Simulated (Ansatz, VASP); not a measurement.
## La2O3 in VASP and in Ansatz

INCAR

```
PREC     = Accurate       # precision mode
ENCUT    = 520            # plane-wave cutoff, eV
EDIFF    = 1E-6           # SCF threshold, eV
ISMEAR   = -1             # smearing method
SIGMA    = 0.05           # smearing width, eV
LREAL    = F              # projectors in reciprocal space
LASPH    = T              # aspherical terms in the spheres
NELM     = 150            # most SCF steps
ALGO     = Normal         # electronic algorithm
ISIF     = 2              # what is computed and relaxed
LWAVE    = F              # write WAVECAR
LCHARG   = F              # write CHGCAR
MAGMOM   = 0 0 0 0 0 0 0 0 0 0 0 0 0 0 0 # initial moments
LORBIT   = 11             # projections on sites
LSORBIT  = T              # spin-orbit coupling
GGA_COMPAT= F            
LORBMOM  = T            
LMAXMIX  = 6              # l up to which the mixer works
GGA      = PE             # functional
NBANDS   = 55             # bands
```

KPOINTS

```
Automatic mesh
0
Gamma
  6 6 4
```

Contents of POSCAR:

```
La2O3
1.0
    3.9307778780      0.0000000000      0.0000000000
   -1.9653889390      3.4041534990      0.0000000000
    0.0000000000      0.0000000000      6.1119535200
La O
2 3
Direct
    0.3333333333      0.6666666667      0.2462356800
    0.6666666667      0.3333333333      0.7537643200
    0.0000000000      0.0000000000      0.0000000000
    0.3333333333      0.6666666667      0.6458906500
    0.6666666667      0.3333333333      0.3541093500
```

The input input.yaml:

```yaml
crystal:
  lattice:
    - [3.930777878, 0.0, 0.0]
    - [-1.965388939, 3.404153499, 0.0]
    - [0.0, 0.0, 6.11195352]
  atoms:
    - { symbol: La, position: [0.3333333333, 0.6666666667, 0.24623568] }
    - { symbol: La, position: [0.6666666667, 0.3333333333, 0.75376432] }
    - { symbol: O, position: [0.0, 0.0, 0.0] }
    - { symbol: O, position: [0.3333333333, 0.6666666667, 0.64589065] }
    - { symbol: O, position: [0.6666666667, 0.3333333333, 0.35410935] }
kpoints:
  mp_grid: { grid: [6, 6, 4] }
  band_path:
    path:
      - [0.0, 0.0, 0.0]
      - [0.5, 0.0, 0.0]
      - [0.3333333333, 0.3333333333, 0.0]
      - [0.0, 0.0, 0.0]
      - [0.0, 0.0, 0.5]
      - [0.5, 0.0, 0.5]
      - [0.3333333333, 0.3333333333, 0.5]
      - [0.0, 0.0, 0.5]
    npoints: 6
scf:
  occupations: { method: fermi_dirac, width: 0.05 }
hamiltonian:
  xc: pbe
  pseudopotentials: { kind: all_electron, lapw: { basis_error: 0.002 } }
magnetization:
  noncollinear: true
  spin_orbit: true
output:
  forces: true
  stress: true
  eigenvalues: true
```

Alike in both runs: functional PBE; k mesh 6 × 6 × 4; occupations fermi-dirac, width 0.05 eV; non-collinear spin, spin-orbit coupling.

|  | VASP | Ansatz |
| --- | --- | --- |
| version | VASP 6.6.1 | Ansatz 0.2.0 |
| potentials or method | VASP PAW PBE potentials, release 64 (La, O), cutoff 520 eV | all-electron LAPW, relativistic spinors |
| task | single point | band structure |

|  | VASP | Ansatz | Ansatz less VASP |
| --- | --- | --- | --- |
| pressure (GPa) | 1.6 | 1.9 | +0.33 |
| traceless stress, the component that is largest in VASP (GPa) | 0.22 | 0.19 | -0.036 |
| rms of the force components (eV/Å) | 0.004 | 0.006 | +0.0022 |

Atom by atom the forces differ by 0.005 eV/Å (rms over components). Ansatz ran all-electron here, and VASP with PAW potentials.
